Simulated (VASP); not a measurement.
# MnS (F-43m) in VASP: a series of runs, part 2 of 2

VASP 6.6.1. Earlier steps stand in the parts before.

## (4) Single point, RPBE+D4, collinear spin, ferromagnetic start

This run uses another cell than the first one, of 14.60 Å³/atom, 0.965 times its volume.

Contents of INCAR:

```
SYSTEM = MnS
  PREC = Accurate
  ENCUT = 520
  EDIFF = 1E-7
  ISMEAR = -1
  SIGMA = 0.05
  LREAL = .False.
  LASPH = .True.
  NELM = 150
  ALGO = Normal
  ISIF = 2
  LWAVE = .False.
  LCHARG = .False.
  ISPIN = 2
  MAGMOM = 4 0
  LORBIT = 11
  LMAXMIX = 4
  GGA = RP
  IVDW = 13
  NBANDS = 20
```

Contents of KPOINTS:

```
Automatic mesh
0
Gamma
  9 9 9
  0 0 0
```

Contents of POSCAR:

```
MnS
1.0
    0.0000000000      2.4442575170      2.4442575170
    2.4442575170      0.0000000000      2.4442575170
    2.4442575170      2.4442575170      0.0000000000
Mn S
1 1
Direct
    0.0000000000      0.0000000000      0.0000000000
    0.7500000000      0.7500000000      0.7500000000
```

Potentials or basis: VASP PAW PBE potentials, release 64 (Mn_pv, S).

Launch:

```sh
cat potpaw_PBE.64/Mn_pv/POTCAR potpaw_PBE.64/S/POTCAR > POTCAR
mpirun -np 1 vasp_std > vasp.out
```

OUTCAR:

```text
SYSTEM = MnS
   PREC = Accurate
   ENCUT = 520
   EDIFF = 1E-7
   ISMEAR = -1
   LREAL = .False.
   LASPH = .True.
   NELM = 150
   ISIF = 2
   ISPIN = 2
   LORBIT = 11
   GGA = RP
   IVDW = 13

 ion  position               nearest neighbor table
   1  0.000  0.000  0.000-   2 2.12   2 2.12   2 2.12   2 2.12
   2  0.750  0.750  0.750-   1 2.12   1 2.12   1 2.12   1 2.12

  LATTYP: Found a face centered cubic cell.
 ALAT       =     4.8885150340

  Lattice vectors:

 A1 = (   0.0000000000,   2.4442575170,   2.4442575170)
 A2 = (   2.4442575170,   0.0000000000,   2.4442575170)
 A3 = (   2.4442575170,   2.4442575170,   0.0000000000)

Analysis of symmetry for initial positions (statically):
=====================================================================
 Subroutine PRICEL returns:
 Original cell was already a primitive cell.

 Routine SETGRP: Setting up the symmetry group for a
 face centered cubic supercell.

 Subroutine GETGRP returns: Found 24 space group operations
 (whereof 24 operations were pure point group operations)
 out of a pool of 48 trial point group operations.

The static configuration has the point symmetry T_d .

Analysis of symmetry for dynamics (positions and initial velocities):
=====================================================================
 Subroutine PRICEL returns:
 Original cell was already a primitive cell.

 Routine SETGRP: Setting up the symmetry group for a
 face centered cubic supercell.

 Subroutine GETGRP returns: Found 24 space group operations
 (whereof 24 operations were pure point group operations)
 out of a pool of 48 trial point group operations.

The dynamic configuration has the point symmetry T_d .

Analysis of structural, dynamic, and magnetic symmetry:
=====================================================================
 Subroutine PRICEL returns:
 Original cell was already a primitive cell.

 Routine SETGRP: Setting up the symmetry group for a
 face centered cubic supercell.

 Subroutine GETGRP returns: Found 24 space group operations
 (whereof 24 operations were pure point group operations)
 out of a pool of 48 trial point group operations.

The overall configuration has the point symmetry T_d .

 Subroutine INISYM returns: Found 24 space group operations
 (whereof 24 operations are pure point group operations),
 and found     1 'primitive' translations

----------------------------------------------------------------------------------------

                                     Primitive cell

  volume of cell :      29.2059

  direct lattice vectors                    reciprocal lattice vectors
     0.000000000  2.444257517  2.444257517    -0.204561097  0.204561097  0.204561097
     2.444257517  0.000000000  2.444257517     0.204561097 -0.204561097  0.204561097
     2.444257517  2.444257517  0.000000000     0.204561097  0.204561097 -0.204561097

  length of vectors
     3.456702130  3.456702130  3.456702130     0.354310214  0.354310214  0.354310214

  position of ions in fractional coordinates (direct lattice)
     0.000000000  0.000000000  0.000000000
     0.750000000  0.750000000  0.750000000

  ion indices of the primitive-cell ions
   primitive index   ion index
                 1           1
                 2           2

[... 65 lines left out ...]
   ISPIN  =      2    spin polarized calculation?
   LNONCOLLINEAR =      F non collinear calculations
   LSORBIT =      F    spin-orbit coupling
   LASPH  =      T    aspherical Exc in radial PAW
   ENCUT  =  520.0 eV  38.22 Ry    6.18 a.u.   6.43  6.43  6.43*2*pi/ulx,y,z
   NELM   =    150;   NELMIN=  2; NELMDL= -5     # of ELM steps
   EDIFF  = 0.1E-06   stopping-criterion for ELM
   LREAL  =      F    real-space projection
   EDIFFG = 0.1E-05   stopping-criterion for IOM
   NSW    =      0    number of steps for IOM
   IBRION =     -1    ionic relax: 0-MD 1-quasi-New 2-CG
   NFREE  =      0    steps in history (QN), initial steepest desc. (CG)
   ISIF   =      2    stress and relaxation
   ISYM   =      2    0-nonsym 1-usesym 2-fastsym
   POTIM  = 0.5000    time-step for ionic-motion
   TEBEG  =    0.0;   TEEND  =   0.0 temperature during run
   PSTRESS=    0.0 pullay stress
   NELECT =      19.0000    total number of electrons
   NUPDOWN=      -1.0000    fix difference up-down
   EMIN   =  10.00;   EMAX   =-10.00  energy-range for DOS
   EFERMI =   0.00;   METHOD = LEGACY
   ISMEAR =    -1;   SIGMA  =   0.05  broadening in eV -4-tet -1-fermi 0-gaus
   EFERMI_NEDOS =   21; number of points for ismear=-14 and -15
   IALGO  =     38    algorithm
   IMIX   =      4    mixing-type and parameters
     AMIX     =   0.40;   BMIX     =  1.00
     AMIX_MAG =   1.60;   BMIX_MAG =  1.00
  volume/ion in A,a.u.               =      14.60        98.55
  Fermi-wavevector in a.u.,A,eV,Ry     =   1.418521  2.680616 27.377664  2.012202
  Thomas-Fermi vector in A             =   2.539638
   LORBIT       =     11    0 simple, 1 ext, 2 COOP (PROOUT), +10 PAW based schemes
   GGA     = RP    functional components
   LHFCALC =     F    Hartree Fock is set to
   AEXX    =    0.0000 exact exchange contribution
   IVDW    =    13    specifies the selected vdW correction
   LEPSILON=     F    determine dielectric tensor
   LRPA    =     F    only Hartree local field effects (RPA)
 spin polarized calculation
  energy-cutoff  :      520.00
  volume of cell :       29.21
 maximum number of plane-waves:       801
 NGX is ok and might be reduce to    28
   NGX = 13   NGY = 13   NGZ = 13

 number of electron      18.9999998 magnetization       0.1793842

 Free energy of the ion-electron system (eV)
  ---------------------------------------------------
  ext. energy  EPLUGINS =         0.00000000
  ---------------------------------------------------
  free energy    TOTEN  =       -12.70498814 eV

  energy without entropy =      -12.68556711  energy(sigma->0) =      -12.69527762

 E-fermi :   7.9606     XC(G=0): -11.3033

 val. band max:        7.9528323206   @ k =   0.4444   0.4444   0.0000
 cond. band min:       7.9660271542   @ k =  -0.3333   0.4444   0.2222
 fundamental gap:      0.0131948336
 Fermi energy:         7.9605579998

 spin component 1

 k-point     1 :       0.0000    0.0000    0.0000
  band No.  band energies     occupation
      1     -39.8884      1.00000
      2     -39.8884      1.00000
      3     -39.8884      1.00000
      4      -7.5564      1.00000
      5       3.1018      1.00000
      6       3.1018      1.00000
[... 541 lines left out ...]
     19      25.5124      0.00000
     20      25.5124      0.00000

 [... further k-points ...]

 spin component 2

 k-point     1 :       0.0000    0.0000    0.0000
  band No.  band energies     occupation
      1     -39.7188      1.00000
      2     -39.7188      1.00000
      3     -39.7188      1.00000
      4      -7.5489      1.00000
      5       3.1417      1.00000
      6       3.1417      1.00000
[... 541 lines left out ...]
     19      25.5365      0.00000
     20      25.5366      0.00000

 [... further k-points ...]

------------------------ aborting loop because EDIFF is reached ----------------------------------------

  DFT-D4 for vdW energy calculation

  Edisp (eV):   -1.98529

  FORCE on cell =-STRESS in cart. coord.  units (eV):
  Direction    XX          YY          ZZ          XY          YZ          ZX
  --------------------------------------------------------------------------------------
  -------------------------------------------------------------------------------------
  Total      -0.02539    -0.02539    -0.02539     0.00000     0.00000    -0.00000
  in kB      -1.39269    -1.39269    -1.39269     0.00000     0.00000    -0.00000
  external pressure =       -1.39 kB  Pullay stress =        0.00 kB

 VOLUME and BASIS-vectors are now :
 -----------------------------------------------------------------------------
  energy-cutoff  :      520.00
  volume of cell :       29.21
      direct lattice vectors                 reciprocal lattice vectors
     0.000000000  2.444257517  2.444257517    -0.204561097  0.204561097  0.204561097
     2.444257517  0.000000000  2.444257517     0.204561097 -0.204561097  0.204561097
     2.444257517  2.444257517  0.000000000     0.204561097  0.204561097 -0.204561097

 POSITION                                       TOTAL-FORCE (eV/Angst)
 -----------------------------------------------------------------------------------
      0.00000      0.00000      0.00000        -0.000000     -0.000000     -0.000000
      3.66639      3.66639      3.66639         0.000000      0.000000      0.000000
 -----------------------------------------------------------------------------------
    total drift:                               -0.000001     -0.000001     -0.000001

  FREE ENERGIE OF THE ION-ELECTRON SYSTEM (eV)
  ---------------------------------------------------
  free  energy   TOTEN  =       -14.6902734022 eV

  energy  without entropy=      -14.6708523774  energy(sigma->0) =      -14.68056289

 total charge

# of ion       s       p       d       tot
------------------------------------------
    1        0.365   6.333   5.401  12.099
    2        1.327   2.453   0.000   3.780
--------------------------------------------------
tot          1.692   8.785   5.401  15.879

 magnetization (x)

# of ion       s       p       d       tot
------------------------------------------
    1        0.006   0.003   0.163   0.172
    2       -0.001  -0.003   0.000  -0.003
--------------------------------------------------
tot          0.006   0.001   0.163   0.169
```

stdout:

```text
POSCAR found type information on POSCAR MnS
 POSCAR found :  2 types and       2 ions
 scaLAPACK will be used
 -----------------------------------------------------------------------------
|                                                                             |
|                                                                             |
|     You enforced a specific xc type in the INCAR file but a different       |
|     I HOPE YOU KNOW WHAT YOU ARE DOING!                                     |
|                                                                             |
 -----------------------------------------------------------------------------

 LDA part: xc-table for (Slater+PW92), standard interpolation
 POSCAR, INCAR and KPOINTS ok, starting setup
 FFT: planning ... GRIDC
 FFT: planning ... GRID_SOFT
 FFT: planning ... GRID
 WAVECAR not read
 entering main loop
```

It took 63 s on 1 thread of Intel Xeon 6975P-C, shared host; peak memory 0.19 GiB.

What came out:

| Property | Result |
| --- | --- |
| Free energy | -14.6903 eV |
| Pressure | -0.1 GPa |
| Net moment | 0.18 μB per cell |
| Site moments | Mn +0.17; S -0.00 μB |
| Valence electrons inside the program's atomic spheres | Mn 12.10; S 3.78 |
| Dispersion energy per atom | -0.993 eV |

Caveat: the PAW data sets were made with another functional, which shifts forces and pressure a little; the moment fell far below its start of 4 μB, so a state of higher moment may lie lower in energy; semilocal functionals often make such compounds metallic where correlation or magnetic order opens a gap, which also shifts bond lengths; pairwise dispersion overbinds metals, which lowers pressure and volume.

## (5) Overview

```tsv
task	level	cell	cutoff (eV)	gap on the mesh (eV)	pressure (GPa)	moment (μB)
relaxation of cell and atoms	PBE	relaxed from a = 3.498 Å, angles 60.0°, 2 atoms	600	none	0.0	0.24
single point	PBEsol+D3(BJ)	a = 3.439 Å, angles 60.0°, 2 atoms	520	none	0.2	0.16
single point	RPBE+D4	a = 3.457 Å, angles 60.0°, 2 atoms	520	none	-0.1	0.18
```

Alike in all rows: potentials or basis VASP PAW PBE potentials, release 64 (Mn_pv, S); spin collinear, ferromagnetic start; k mesh 9 × 9 × 9; smearing fermi-dirac 0.05 eV.

Caveats: the moment fell far below its start of 4 μB, so a state of higher moment may lie lower in energy; semilocal functionals often make such compounds metallic where correlation or magnetic order opens a gap, which also shifts bond lengths; the PAW data sets were made with another functional, which shifts forces and pressure a little (some runs); pairwise dispersion overbinds metals, which lowers pressure and volume (some runs).

Absolute energies hang on the potentials; compare differences alone.
